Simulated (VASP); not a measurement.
# Hf4C: relaxation of cell and atoms with PBE

Crystal: Hf4C.

```xyz
5
Lattice="-3.5407 3.5407 2.2382 3.5407 -3.5407 2.2382 3.5407 3.5407 -2.2382" Properties=species:S:1:pos:R:3 pbc="T T T"
Hf    4.7548    0.0000    0.0000
Hf    2.3266    0.0000    0.0000
Hf    0.0000    4.7548    0.0000
Hf    0.0000    2.3266    0.0000
C     0.0000    0.0000    0.0000
```

| Quantity | Value |
| --- | --- |
| Program | VASP 6.6.1 |
| Task | relaxation of cell and atoms |
| Functional | PBE |
| Potentials or basis | VASP PAW PBE potentials, release 64 (Hf_pv, C) |
| Cutoff | 600 eV |
| k mesh | 4 × 4 × 4 |
| Occupations | gaussian, width 0.2 eV |
| Spin | no spin polarisation |
| Dipole correction | no |
| Further INCAR settings | ALGO = Normal; EDIFF = 1e-06; IBRION = 2; EDIFFG = -0.08; NSW = 36; ISIF = 3 |

```yaml
Relaxed_volume: 21.36 Å³/atom
Relaxed_cell: a = 5.892 Å, b = 5.892 Å, c = 5.892 Å, α = 94.62°, β = 94.62°, γ = 147.01°
Space_group_after_relaxing_to_0.05_Å: I4/mmm (No. 139)
Energy_gained_by_relaxing: 1131.8 meV/atom
Ionic_steps: 18
Pressure_after_relaxing: 0.0 GPa
Largest_force_after_relaxing: 0.021 eV/Å
Band_gap_on_the_k_mesh: zero (band 22 reaches 4.15 eV, above the bottom of band 23 at 4.01 eV)
```

Forces on the atoms (eV/Å):
```
Hf  -0.021  0.000  0.000
Hf   0.021  0.000  0.000
Hf   0.000 -0.021  0.000
Hf   0.000  0.021  0.000
C    0.000  0.000  0.000
```

Stress tensor (GPa, compression positive):
```
-0.07  0.00  0.00
 0.00 -0.07  0.00
 0.00  0.00  0.08
```

Step by step:
```csv
step,energy change (eV),largest force (eV/Å),pressure (GPa),volume (Å³)
1,0.0000,7.2864,12.80,112.24
2,-2.6665,1.9653,-4.48,143.77
3,-3.5424,0.5020,-3.69,131.04
4,-3.5439,0.5949,-3.56,130.63
5,-3.5435,0.6843,-3.43,130.25
6,-3.7566,0.1913,2.10,121.61
7,-3.7581,0.2606,2.56,121.01
8,-3.9382,0.1407,2.28,119.57
9,-4.5677,0.3611,1.15,114.42
10,-5.3740,0.6930,5.96,100.25
11,-5.4570,0.9103,1.47,106.76
12,-5.5565,0.9226,2.96,103.61
13,-5.5841,0.0427,-1.35,107.23
14,-5.6262,0.3345,0.36,105.62
15,-5.6570,0.0894,0.83,106.05
16,-5.6572,0.0501,0.77,106.02
17,-5.6581,0.0002,-0.59,107.34
18,-5.6591,0.0207,-0.02,106.79
```

Final structure:
```
Hf C
1.0
    -3.99489    3.99489    1.67281
     3.99489   -3.99489    1.67281
     3.99489    3.99489   -1.67281
Hf C
4 1
Direct
  0.00000 0.72934 0.72934
  0.00000 0.27066 0.27066
  0.72934 0.00000 0.72934
  0.27066 0.00000 0.27066
  0.00000 0.00000 0.00000
```

Levels at points of the mesh, in eV from the Fermi level:
```csv
k point,band 20,band 21,band 22,band 23,band 24,band 25
"(0.00, 0.00, 0.00)",-1.12,-0.68,-0.19,0.30,1.21,2.53
"(0.50, 0.00, 0.00)",-0.99,-0.69,-0.45,0.54,0.70,0.87
"(0.50, 0.50, 0.00)",-1.22,-1.04,-0.44,0.75,1.19,1.58
"(0.50, 0.50, 0.50)",-0.88,-0.29,-0.29,0.61,0.70,0.93
```

Wall time 10 min on 1 thread of Intel(R) Xeon(R) Platinum 8488C (Sapphire Rapids), with other jobs on the host, peak memory 0.36 GiB.

Caveat: the k points lie up to 0.51 Å⁻¹ apart in the final cell; spin-orbit coupling is left out, which moves the levels of the heavy elements; the relaxation stopped at a loose force limit of 0.08 eV/Å, so its end isn't a converged minimum.
